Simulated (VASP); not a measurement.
Write the native input for VASP 6.6.1 that does the following.

| Property | Result |
| --- | --- |
| Task | single point |
| Functional | PBEsol |
| Potentials or basis | VASP PAW PBE potentials, release 64 (C_h) |
| Cutoff | 910 eV |
| k mesh | 9 × 9 × 6 |
| Occupations | gaussian, width 0.02 eV |
| Spin | no spin polarisation |
| Dipole correction | no |
| Second run | hard_potentials |
| Further INCAR settings | ALGO = Normal; EDIFF = 1e-06; NBANDS = 16 |

The structure of C lies in POSCAR:

```
C
1.0
    2.4995962376      0.0000000000      0.0000000000
   -1.2497981188      2.1647138410      0.0000000000
    0.0000000000      0.0000000000      4.1189829197
C
4
Direct
    0.3333333333      0.6666666667     -0.0002610710
    0.6666666667      0.3333333333      0.4997389290
    0.3333333333      0.6666666667      0.3742610710
    0.6666666667      0.3333333333      0.8742610710
```

This cell differs from its parent crystal: strained cell.

One way to write it, as run:

INCAR

```
SYSTEM = C
PREC = Accurate
ENCUT = 910
EDIFF = 1E-6
ISMEAR = 0
SIGMA = 0.02
LREAL = .FALSE.
LASPH = .TRUE.
NELM = 120
ALGO = Normal
ISIF = 2
LWAVE = .FALSE.
LCHARG = .FALSE.
GGA = PS
NBANDS = 16
GGA_COMPAT = .FALSE.
```

KPOINTS

```
Automatic mesh
0
G
  9 9 6
  0 0 0
```

Potentials or basis: VASP PAW PBE potentials, release 64 (C_h).

The run is started by

```sh
$ cat potpaw_PBE.64/C_h/POTCAR > POTCAR
$ mpirun -np 1 vasp_std > vasp.out
```

Results of the run:

The pressure is 4.5 GPa. The band gap on the k mesh is 3.03 eV, indirect (least direct gap 4.81 eV).

Caveat: the cell differs from its parent crystal (strained cell); the cutoff is under 1.25 times the usual one of these potentials, so pressure, stress and relaxed cells hold a basis-set (Pulay) error; the PAW data sets were made with another functional, which shifts forces and pressure a little.

It used 52 s of CPU time on 1 thread of AMD EPYC 7R13 Processor (Zen 3), with other jobs on the host.
